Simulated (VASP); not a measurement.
**Ta3Cu: single point with PBE**

Crystal: Ta3Cu.

```xyz
4
Lattice="-2.0459 2.0459 4.2907 2.0459 -2.0459 4.2907 2.0459 2.0459 -4.2907" Properties=species:S:1:pos:R:3 pbc="T T T"
Ta    0.0000    0.0000    4.2907
Ta    2.0459    0.0000    2.1454
Ta    0.0000    2.0459    2.1454
Cu    0.0000    0.0000    0.0000
```

| Item | Value |
| --- | --- |
| Program | VASP 6.6.1 |
| Task | single point |
| Functional | PBE |
| Potentials or basis | VASP PAW PBE potentials, release 64 (Ta_pv, Cu) |
| Cutoff | 520 eV |
| k mesh | 9 × 9 × 9 |
| Occupations | fermi-dirac, width 0.05 eV |
| Spin | no spin polarisation |
| Dipole correction | no |
| Further INCAR settings | ALGO = Fast; EDIFF = 1e-06; NBANDS = 30 |

```yaml
Pressure: -8.9 GPa
Band_gap_on_the_k_mesh: zero (bands 22 and 23 overlap by 1.20 eV)
```

Stress tensor (GPa, compression positive):
```
-8.81  0.00  0.00
 0.00 -8.81  0.00
 0.00  0.00 -9.04
```

Levels at points of the mesh, in eV from the Fermi level:
```
           k point  band 18  band 19  band 20  band 21  band 22  band 23  band 24  band 25  band 26  band 27
(0.00, 0.00, 0.00)    -1.75    -1.50    -1.50    -0.16    -0.16     0.06     1.80     2.11     2.33     2.59
```

Run time: 15 min on 1 thread of Intel Xeon 8259CL, with other jobs on the host, peak memory 0.34 GiB.

Caveat: the cell stands under tension; spin-orbit coupling is left out, which moves the levels of the heavy elements.
